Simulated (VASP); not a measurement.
# Sb (Fm-3m) in VASP: further runs

Sb is run at these levels: LDA; tasks: single point.

Everything below comes from runs of VASP 6.6.1. Logs are shortened: lines on timing, memory, paths and dates and some standing lists are left out, and cuts for length are marked.

## 1. The cell of the first run

The structure is cubic, space group Fm-3m (No. 225). Conventional cell: a = 4.747 Å, b = 4.747 Å, c = 4.747 Å, α = 90.00°, β = 90.00°, γ = 90.00°. Within 4.4 Å of Sb (site symmetry m-3m) lie 12 Sb at 3.36 Å.

## 2. Single point, LDA (volume scaled by 1.04)

Contents of INCAR:

```
PREC = Accurate ; ENCUT = 520
EDIFF = 1E-6 ; ISMEAR = -1
SIGMA = 0.1 ; LREAL = F
LASPH = T ; NELM = 100
ALGO = Normal ; ISIF = 2
LWAVE = F ; LCHARG = T
GGA = CA ; LELF = T
LVHAR = T ; NBANDS = 8
```

Contents of KPOINTS:

```
Automatic mesh
0
Gamma
  13 13 13
```

Contents of POSCAR:

```
Sb
1.0
    0.0000000000      2.3733566254      2.3733566254
    2.3733566254      0.0000000000      2.3733566254
    2.3733566254      2.3733566254      0.0000000000
Sb
1
Direct
    0.0000000000      0.0000000000      0.0000000000
```

Potentials or basis: VASP PAW LDA potentials, release 64 (Sb).

Command:

```bash
> cat potpaw_LDA.64/Sb/POTCAR > POTCAR
> mpirun -np 1 vasp_std > vasp.out
```

OUTCAR:

```text
PREC = Accurate
   ENCUT = 520
   EDIFF = 1E-6
   ISMEAR = -1
   LREAL = F
   LASPH = T
   NELM = 100
   ISIF = 2
   GGA = CA

 ion  position               nearest neighbor table
   1  0.000  0.000  0.000-

  LATTYP: Found a face centered cubic cell.
 ALAT       =     4.7467132508

  Lattice vectors:

 A1 = (   0.0000000000,   2.3733566254,   2.3733566254)
 A2 = (   2.3733566254,   0.0000000000,   2.3733566254)
 A3 = (   2.3733566254,   2.3733566254,   0.0000000000)

Analysis of symmetry for initial positions (statically):
=====================================================================
 Subroutine PRICEL returns:
 Original cell was already a primitive cell.

 Routine SETGRP: Setting up the symmetry group for a
 face centered cubic supercell.

 Subroutine GETGRP returns: Found 48 space group operations
[... 9 lines left out ...]

 Routine SETGRP: Setting up the symmetry group for a
 face centered cubic supercell.

 Subroutine GETGRP returns: Found 48 space group operations
[... 11 lines left out ...]
                                     Primitive cell

  volume of cell :      26.7374

  direct lattice vectors                    reciprocal lattice vectors
     0.000000000  2.373356625  2.373356625    -0.210672090  0.210672090  0.210672090
     2.373356625  0.000000000  2.373356625     0.210672090 -0.210672090  0.210672090
     2.373356625  2.373356625  0.000000000     0.210672090  0.210672090 -0.210672090

  length of vectors
     3.356433128  3.356433128  3.356433128     0.364894763  0.364894763  0.364894763

  position of ions in fractional coordinates (direct lattice)
     0.000000000  0.000000000  0.000000000

  ion indices of the primitive-cell ions
   primitive index   ion index
                 1           1

----------------------------------------------------------------------------------------

 KPOINTS: Automatic mesh

Automatic generation of k-mesh.
 Grid dimensions read from file:
 generate k-points for:   13   13   13

 Generating k-lattice:

  Cartesian coordinates                     Fractional coordinates (reciprocal lattice)
    -0.016205545  0.016205545  0.016205545     0.076923077  0.000000000  0.000000000
     0.016205545 -0.016205545  0.016205545     0.000000000  0.076923077  0.000000000
     0.016205545  0.016205545 -0.016205545     0.000000000  0.000000000  0.076923077

  Length of vectors
     0.028068828  0.028068828  0.028068828

  Shift w.r.t. Gamma in fractional coordinates (k-lattice)
     0.000000000  0.000000000  0.000000000

 Subroutine IBZKPT returns following result:
 ===========================================

 Found     84 irreducible k-points:

 Following reciprocal coordinates:
            Coordinates               Weight
  0.000000  0.000000  0.000000      1.000000
  0.076923  0.000000  0.000000      8.000000
  0.153846  0.000000  0.000000      8.000000
  0.230769  0.000000  0.000000      8.000000
  0.307692  0.000000  0.000000      8.000000
  0.384615  0.000000  0.000000      8.000000
[... 16 lines left out ...]
  0.384615  0.153846  0.000000     24.000000
  0.461538  0.153846  0.000000     24.000000
 [... further k-points ...]
   k-points           NKPTS =     84   k-points in BZ     NKDIM =     84   number of bands    NBANDS=      8
   number of dos      NEDOS =    301   number of ions     NIONS =      1
   total plane-waves  NPLWV =  21952
   dimension x,y,z NGX =    28 NGY =   28 NGZ =   28
   dimension x,y,z NGXF=    56 NGYF=   56 NGZF=   56
   ions per type =               1
   NGX,Y,Z   is equivalent  to a cutoff of  13.87, 13.87, 13.87 a.u.
   NGXF,Y,Z  is equivalent  to a cutoff of  27.74, 27.74, 27.74 a.u.
 SYSTEM =  unknown system
   PREC   = accura    normal or accurate (medium, high low for compatibility)
   ISTART =      0    job   : 0-new  1-cont  2-samecut
   ICHARG =      2    charge: 1-file 2-atom 10-const
   ISPIN  =      1    spin polarized calculation?
   LNONCOLLINEAR =      F non collinear calculations
   LSORBIT =      F    spin-orbit coupling
   LASPH  =      T    aspherical Exc in radial PAW
   ENCUT  =  520.0 eV  38.22 Ry    6.18 a.u.   6.24  6.24  6.24*2*pi/ulx,y,z
   NELM   =    100;   NELMIN=  2; NELMDL= -5     # of ELM steps
   EDIFF  = 0.1E-05   stopping-criterion for ELM
   LREAL  =      F    real-space projection
   EDIFFG = 0.1E-04   stopping-criterion for IOM
   NSW    =      0    number of steps for IOM
   IBRION =     -1    ionic relax: 0-MD 1-quasi-New 2-CG
   NFREE  =      0    steps in history (QN), initial steepest desc. (CG)
   ISIF   =      2    stress and relaxation
   ISYM   =      2    0-nonsym 1-usesym 2-fastsym
   POTIM  = 0.5000    time-step for ionic-motion
   TEBEG  =    0.0;   TEEND  =   0.0 temperature during run
   PSTRESS=    0.0 pullay stress
   NELECT =       5.0000    total number of electrons
   NUPDOWN=      -1.0000    fix difference up-down
   EMIN   =  10.00;   EMAX   =-10.00  energy-range for DOS
   EFERMI =   0.00;   METHOD = LEGACY
   ISMEAR =    -1;   SIGMA  =   0.10  broadening in eV -4-tet -1-fermi 0-gaus
   EFERMI_NEDOS =   21; number of points for ismear=-14 and -15
   IALGO  =     38    algorithm
   IMIX   =      4    mixing-type and parameters
     AMIX     =   0.40;   BMIX     =  1.00
     AMIX_MAG =   1.60;   BMIX_MAG =  1.00
  volume/ion in A,a.u.               =      26.74       180.43
  Fermi-wavevector in a.u.,A,eV,Ry     =   0.936178  1.769120 11.924548  0.876430
  Thomas-Fermi vector in A             =   2.063161
   LORBIT       =      0    0 simple, 1 ext, 2 COOP (PROOUT), +10 PAW based schemes
   GGA     = CA    functional components
   LHFCALC =     F    Hartree Fock is set to
   AEXX    =    0.0000 exact exchange contribution
   IVDW    =     0    specifies the selected vdW correction
   LEPSILON=     F    determine dielectric tensor
   LRPA    =     F    only Hartree local field effects (RPA)
 non-spin polarized calculation
  energy-cutoff  :      520.00
  volume of cell :       26.74
 maximum number of plane-waves:       736
 NGX is ok and might be reduce to    28
   NGX = 13   NGY = 13   NGZ = 13

 number of electron       5.0000000 magnetization

 Free energy of the ion-electron system (eV)
  ---------------------------------------------------
  ext. energy  EPLUGINS =         0.00000000
  ---------------------------------------------------
  free energy    TOTEN  =        -4.53116226 eV

  energy without entropy =       -4.50584339  energy(sigma->0) =       -4.51850283

 E-fermi :   8.4718     XC(G=0): -10.4033

 val. band max:        8.4649346508   @ k =  -0.3846   0.4615   0.0769
 cond. band min:       8.4750464547   @ k =   0.4615   0.2308   0.0000
 fundamental gap:      0.0101118039
 Fermi energy:         8.4717923997

 k-point     1 :       0.0000    0.0000    0.0000
  band No.  band energies     occupation
      1      -4.4964      2.00000
      2      13.7775      0.00000
      3      13.7775      0.00000
      4      13.7775      0.00000
      5      18.2862      0.00000
      6      18.2862      0.00000
      7      18.2862      0.00000
      8      18.8335      0.00000

 k-point     2 :       0.0769    0.0000    0.0000
  band No.  band energies     occupation
      1      -4.3789      2.00000
      2      12.6959      0.00000
      3      13.6243      0.00000
      4      13.6243      0.00000
      5      17.5726      0.00000
      6      18.5287      0.00000
      7      18.5287      0.00000
      8      20.2119      0.00000

 k-point     3 :       0.1538    0.0000    0.0000
  band No.  band energies     occupation
      1      -4.0279      2.00000
      2      10.5394      0.00000
      3      13.2638      0.00000
      4      13.2638      0.00000
      5      17.0850      0.00000
      6      18.9993      0.00000
      7      18.9993      0.00000
      8      20.7715      0.00000

 k-point     4 :       0.2308    0.0000    0.0000
  band No.  band energies     occupation
      1      -3.4498      2.00000
      2       8.2394      1.82161
      3      12.8556      0.00000
      4      12.8556      0.00000
      5      16.7784      0.00000
      6      18.8416      0.00000
      7      18.8416      0.00000
      8      20.4264      0.00000

 k-point     5 :       0.3077    0.0000    0.0000
  band No.  band energies     occupation
      1      -2.6633      2.00000
      2       6.0764      2.00000
      3      12.4994      0.00000
      4      12.4994      0.00000
      5      16.6250      0.00000
      6      18.2511      0.00000
      7      18.2511      0.00000
      8      19.4605      0.00000

 k-point     6 :       0.3846    0.0000    0.0000
  band No.  band energies     occupation
      1      -1.7288      2.00000
      2       4.1962      2.00000
      3      12.2437      0.00000
      4      12.2437      0.00000
      5      16.6023      0.00000
      6      17.7738      0.00000
      7      17.7738      0.00000
      8      18.7132      0.00000

 k-point     7 :       0.4615    0.0000    0.0000
  band No.  band energies     occupation
      1      -0.8911      2.00000
      2       2.8788      2.00000
      3      12.1114      0.00000
      4      12.1114      0.00000
      5      16.6453      0.00000
      6      17.5218      0.00000
      7      17.5218      0.00000
      8      18.2814      0.00000
[... 133 lines left out ...]
 k-point    20 :       0.1538    0.1538    0.0000
  band No.  band energies     occupation
      1      -3.8709      2.00000
      2      11.6746      0.00000
      3      12.0008      0.00000
      4      12.0008      0.00000
      5      15.7201      0.00000
      6      17.8106      0.00000
      7      20.5024      0.00000
      8      20.5024      0.00000

 k-point    21 :       0.2308    0.1538    0.0000
  band No.  band energies     occupation
      1      -3.4448      2.00000
      2       9.8399      0.00000
      3      11.4587      0.00000
      4      11.8030      0.00000
      5      15.6357      0.00000
      6      16.9219      0.00000
      7      20.7077      0.00000
      8      21.0433      0.00000

 k-point    22 :       0.3077    0.1538    0.0000
  band No.  band energies     occupation
      1      -2.7979      2.00000
      2       7.7273      1.99883
      3      11.0841      0.00000
      4      11.2433      0.00000
      5      15.5175      0.00000
      6      17.2880      0.00000
      7      20.5349      0.00000
      8      20.6506      0.00000

 k-point    23 :       0.3846    0.1538    0.0000
  band No.  band energies     occupation
      1      -1.9595      2.00000
      2       5.7322      2.00000
      3      10.5676      0.00000
      4      10.9084      0.00000
      5      15.1973      0.00000
      6      18.4192      0.00000
      7      19.9721      0.00000
      8      20.5011      0.00000

 k-point    24 :       0.4615    0.1538    0.0000
  band No.  band energies     occupation
      1      -1.0278      2.00000
      2       4.0525      2.00000
      3       9.9494      0.00000
      4      10.9452      0.00000
      5      15.0964      0.00000
      6      19.0490      0.00000
      7      19.3732      0.00000
      8      21.2104      0.00000

 [... further k-points ...]
[... 5 lines left out ...]
  --------------------------------------------------------------------------------------
  -------------------------------------------------------------------------------------
  Total       -0.3939922     -0.3939922     -0.3939922     -0.0000000      0.0000000      0.0000000
  in kB      -23.6090873    -23.6090873    -23.6090873     -0.0000000      0.0000000      0.0000000
  external PRESSURE =     -23.6090873 kB  Pullay stress =       0.0000000 kB

 VOLUME and BASIS-vectors are now :
 -----------------------------------------------------------------------------
  energy-cutoff  :      520.00
  volume of cell :       26.74
      direct lattice vectors                 reciprocal lattice vectors
     0.000000000  2.373356625  2.373356625    -0.210672090  0.210672090  0.210672090
     2.373356625  0.000000000  2.373356625     0.210672090 -0.210672090  0.210672090
     2.373356625  2.373356625  0.000000000     0.210672090  0.210672090 -0.210672090

 POSITION                                       TOTAL-FORCE (eV/Angst)
 -----------------------------------------------------------------------------------
      0.00000      0.00000      0.00000         0.000000      0.000000     -0.000000
 -----------------------------------------------------------------------------------
    total drift:                                0.000000      0.000000      0.000000

  FREE ENERGIE OF THE ION-ELECTRON SYSTEM (eV)
  ---------------------------------------------------
  free  energy   TOTEN  =        -4.5311622634 eV

  energy  without entropy=       -4.5058433933  energy(sigma->0) =       -4.51850283
```

Wall time 28 s (1 thread of Intel Xeon 8259CL, shared host); peak memory 0.15 GiB.

Results:

| Item | Value |
| --- | --- |
| Free energy | -4.5312 eV |
| Pressure | -2.4 GPa |

Caveat: spin-orbit coupling is left out, which moves the levels of the heavy elements.

## 3. Single point, LDA (volume scaled by 1.08)

Contents of INCAR:

```
SYSTEM = Sb
ALGO = Normal
EDIFF = 1E-7
ENCUT = 520
ISIF = 2
ISMEAR = -1
LASPH = .True.
LCHARG = .False.
LREAL = .False.
LWAVE = .False.
NBANDS = 8
NELM = 60
PREC = Accurate
SIGMA = 0.1
```

Contents of KPOINTS:

```
k-points
0
Gamma
  13 13 13
  0 0 0
```

Contents of POSCAR:

```
Sb
1.0
    0.0000000000      2.4034023040      2.4034023040
    2.4034023040      0.0000000000      2.4034023040
    2.4034023040      2.4034023040      0.0000000000
Sb
1
Direct
    0.0000000000      0.0000000000      0.0000000000
```

Potentials or basis: VASP PAW LDA potentials, release 64 (Sb).

Command:

```bash
> cat potpaw_LDA.64/Sb/POTCAR > POTCAR
> mpirun -np 1 vasp_std > vasp.out
```

It took 27 s on 1 thread of Intel Xeon 8259CL, shared host; peak memory 0.15 GiB.

The run converged. Its results:

| Item | Value |
| --- | --- |
| Free energy | -4.5093 eV |
| Pressure | -4.4 GPa |

Levels at points of the mesh, in eV from the Fermi level:
```csv
k point,band 1,band 2,band 3,band 4,band 5,band 6,band 7
"(0.00, 0.00, 0.00)",-12.68,5.04,5.04,5.04,9.71,9.71,9.71
```

Caveat: spin-orbit coupling is left out, which moves the levels of the heavy elements.

## 4. Single point, LDA (volume scaled by 1.12)

Contents of INCAR:

```
PREC = Accurate
ENCUT = 520
EDIFF = 1E-7
ISMEAR = -1
SIGMA = 0.1
LREAL = False
LASPH = True
NELM = 60
ALGO = Normal
ISIF = 2
LWAVE = False
LCHARG = False
NBANDS = 8
```

Contents of KPOINTS:

```
Automatic mesh
0
Gamma
  13 13 13
```

Contents of POSCAR:

```
Sb
1.0
    0.0000000000      2.4327149771      2.4327149771
    2.4327149771      0.0000000000      2.4327149771
    2.4327149771      2.4327149771      0.0000000000
Sb
1
Direct
    0.0000000000      0.0000000000      0.0000000000
```

Command:

```bash
> cat potpaw_LDA.64/Sb/POTCAR > POTCAR
> mpirun -np 1 vasp_std > vasp.out
```

Run time: 27 s. Hardware: 1 thread of Intel Xeon 8259CL, shared host; peak memory 0.15 GiB.

The run converged. Its results:

```
Free energy : -4.4757 eV
Pressure    : -6.0 GPa
```

Levels at points of the mesh, in eV from the Fermi level:
```
           k point  band 1  band 2  band 3  band 4  band 5  band 6
(0.00, 0.00, 0.00)  -12.41    4.78    4.78    4.78    9.60    9.60
```

Caveat: spin-orbit coupling is left out, which moves the levels of the heavy elements.

## 5. The runs side by side

| cell | gap on the mesh (eV) | pressure (GPa) |
| --- | --- | --- |
| a = 3.356 Å, angles 60.0°, 1 atom | none | -2.4 |
| a = 3.399 Å, angles 60.0°, 1 atom | none | -4.4 |
| a = 3.440 Å, angles 60.0°, 1 atom | none | -6.0 |

Alike in all rows: task single point; level LDA; potentials or basis VASP PAW LDA potentials, release 64 (Sb); no spin polarisation; k mesh 13 × 13 × 13; cutoff (eV) 520; smearing fermi-dirac 0.1 eV.

Caveats: spin-orbit coupling is left out, which moves the levels of the heavy elements.

Absolute energies hang on the potentials; compare differences alone.
